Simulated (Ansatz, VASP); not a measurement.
Ga: VASP beside Ansatz

File INCAR:

```
SYSTEM = Ga
PREC     = Accurate       ! precision mode
ENCUT    = 520            ! plane-wave cutoff, eV
EDIFF    = 1E-6           ! SCF threshold, eV
ISMEAR   = 0              ! smearing method
SIGMA    = 0.15           ! smearing width, eV
LREAL    = .False.        ! projectors in reciprocal space
LASPH    = .True.         ! aspherical terms in the spheres
NELM     = 80             ! most SCF steps
ALGO     = Fast           ! electronic algorithm
ISIF     = 2              ! what is computed and relaxed
LWAVE    = .False.        ! write WAVECAR
LCHARG   = .False.        ! write CHGCAR
GGA      = PS             ! functional
NBANDS   = 34             ! bands
```

Contents of KPOINTS:

```
Automatic mesh
0
Gamma
  10 10 10
  0 0 0
```

POSCAR

```
Ga
1.0
    2.2350478178     -3.7986615528     -0.1117523909
    2.2350478178      3.7986615528     -0.1117523909
   -0.2244888060      0.0000000000      3.8163097021
Ga
4
Direct
    0.1559156097      0.8440843903      0.0832479706
    0.6559156097      0.3440843903      0.4167520294
    0.8440843903      0.1559156097      0.9167520294
    0.3440843903      0.6559156097      0.5832479706
```

Input for Ansatz:

```yaml
crystal:
  lattice:
    - [2.2350478178, -3.7986615528, -0.1117523909]
    - [2.2350478178, 3.7986615528, -0.1117523909]
    - [-0.224488806, 0.0, 3.8163097021]
  atoms:
    - { symbol: Ga, position: [0.1559156097, 0.8440843903, 0.0832479706] }
    - { symbol: Ga, position: [0.6559156097, 0.3440843903, 0.4167520294] }
    - { symbol: Ga, position: [0.8440843903, 0.1559156097, 0.9167520294] }
    - { symbol: Ga, position: [0.3440843903, 0.6559156097, 0.5832479706] }
basis:
  ecutwfc: 420
kpoints:
  mp_grid: { grid: [10, 10, 10] }
hamiltonian:
  xc: pbesol
scf:
  occupations: { method: gaussian, width: 0.15 }
output:
  forces: true
  stress: true
  eigenvalues: true
```

Change from the starting cell: engineering shear strain xz -0.1000, normal strain along z -0.1500.

Alike in both runs: task single point; functional PBEsol; k mesh 10 × 10 × 10; occupations gaussian, width 0.15 eV; no spin polarisation.

|  | VASP | Ansatz |
| --- | --- | --- |
| version | VASP 6.6.1 | Ansatz 0.2.0 |
| potentials or method | VASP PAW PBE potentials, release 64 (Ga_d), cutoff 520 eV | scalar-relativistic, plane waves, PAW |
| valence electrons in the cell | 52 | 52 |

VASP gave:

```
gap on the k mesh at the Fermi level (eV)                     : none
pressure (GPa)                                                : 18.0
traceless stress, the component that is largest in VASP (GPa) : 8.46
rms of the force components (eV/Å)                            : 0.787
```

Problem. What did Ansatz give for the same quantities?

Solution. gap on the k mesh at the Fermi level (eV): none; pressure (GPa): 17.9; traceless stress, the component that is largest in VASP (GPa): 8.44; rms of the force components (eV/Å): 0.781.

VASP's potentials were made for PBE, not for PBEsol. Atom by atom the forces differ by 0.006 eV/Å (rms over components). A gap of «none» marks a metal or a gap that the smearing closes.
